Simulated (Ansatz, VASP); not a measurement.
One calculation of Hf, two programs

INCAR

```
SYSTEM = Hf
  PREC = Accurate
  ENCUT = 520
  EDIFF = 1E-6
  ISMEAR = -1
  SIGMA = 0.03
  LREAL = .FALSE.
  LASPH = .TRUE.
  NELM = 60
  ALGO = Normal
  ISIF = 2
  LWAVE = .FALSE.
  LCHARG = .FALSE.
  GGA = CA
  NBANDS = 11
```

Contents of KPOINTS:

```
Automatic mesh
0
G
  13 13 13
  0 0 0
```

File POSCAR:

```
Hf
1.0
    0.0000000000      2.2866000000      2.2200000000
    2.2866000000      0.0000000000      2.2200000000
    2.2866000000      2.2866000000      0.0000000000
Hf
1
Direct
    0.0000000000      0.0000000000      0.0000000000
```

Input for Ansatz:

```yaml
crystal:
  lattice:
    - [0.0, 2.2866, 2.22]
    - [2.2866, 0.0, 2.22]
    - [2.2866, 2.2866, 0.0]
  atoms:
    - { symbol: Hf, position: [0.0, 0.0, 0.0] }
kpoints:
  mp_grid: { grid: [13, 13, 13] }
  band_path:
    path:
      - [0.0, 0.0, 0.0]
      - [0.0, 0.5, 0.5]
      - [0.25, 0.75, 0.5]
      - [0.0, 0.5, 0.0]
      - [0.0, 0.0, 0.0]
      - [0.5, 0.5, 0.0]
      - [0.3826125, 0.6173875, 0.0]
      - [-0.3826125, 0.3826125, 0.0]
      - [0.0, 0.0, 0.0]
    npoints: 5
scf:
  occupations: { method: fermi_dirac, width: 0.03 }
hamiltonian:
  xc: lda
  pseudopotentials: { kind: all_electron, lapw: { basis_error: 0.001 } }
output:
  forces: true
  stress: true
  eigenvalues: true
```

Change from the starting cell: equal xx and yy strain of +3 %.

Alike in both runs: task single point; functional LDA; k mesh 13 × 13 × 13; occupations fermi-dirac, width 0.03 eV; no spin polarisation.

|  | VASP | Ansatz |
| --- | --- | --- |
| version | VASP 6.6.1 | Ansatz 0.2.0 |
| potentials or method | VASP PAW LDA potentials, release 64 (Hf_pv), cutoff 520 eV | all-electron LAPW, scalar-relativistic |

Ansatz gave:

* pressure (GPa): -10.7
* traceless stress, the component that is largest in VASP (GPa): 0.66

Problem. Which values does VASP return?

Solution. Pressure (GPa): -10.8; traceless stress, the component that is largest in VASP (GPa): 0.65.

LDA's correlation is that of Perdew and Zunger in VASP and of Perdew and Wang (1992) in Ansatz. Ansatz ran all-electron here, and VASP with PAW potentials.

Spin-orbit coupling is off throughout.
